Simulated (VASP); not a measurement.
Here is a VASP 6.6.1 calculation.

INCAR

```
SYSTEM = Ga3AsN2
PREC = Accurate
ENCUT = 520
EDIFF = 1E-6
ISMEAR = -1
SIGMA = 0.02
LREAL = .FALSE.
LASPH = .TRUE.
NELM = 60
ALGO = Normal
ISIF = 2
LWAVE = .FALSE.
LCHARG = .TRUE.
GGA = PE
LELF = .TRUE.
LVHAR = .TRUE.
NBANDS = 36
```

The input KPOINTS:

```
regular mesh
0
G
  9 9 4
  0 0 0
```

POSCAR

```
Ga3AsN2
1.0
    3.4326178881      0.0000000000      0.0000000000
   -1.7163089441      2.9727342926      0.0000000000
    0.0000000000      0.0000000000      8.7053278391
N As Ga
2 1 3
Direct
    0.0000000000      0.0000000000      0.0203313791
    0.3333333333      0.6666666667      0.3112960113
    0.6666666667      0.3333333333      0.6592585211
    0.3333333333      0.6666666667      0.0859687479
    0.6666666667      0.3333333333      0.3754390578
    0.0000000000      0.0000000000      0.7977062828
```

Potentials or basis: VASP PAW PBE potentials, release 64 (N, As, Ga_d).

Command:

```console
$ cat potpaw_PBE.64/N/POTCAR potpaw_PBE.64/As/POTCAR potpaw_PBE.64/Ga_d/POTCAR > POTCAR
$ mpirun -np 1 vasp_std > vasp.out
```

Problem. Estimate the largest force.

Solution. 0.232 eV/Å.

Problem. What does it give for the pressure?

Solution. 3.9 GPa.

Problem. What does it give for the band gap on the k mesh?

Solution. Zero (bands 27 and 28 overlap by 0.33 eV).

Forces in eV/Å, atoms in the order of the input:
```
N    0.000  0.000  0.088
N    0.000  0.000  0.110
As   0.000  0.000 -0.232
Ga   0.000  0.000 -0.092
Ga   0.000  0.000  0.000
Ga   0.000  0.000  0.127
```

Caveat: the cell stands under pressure; semilocal functionals underestimate gaps, so a narrow gap can read as zero.
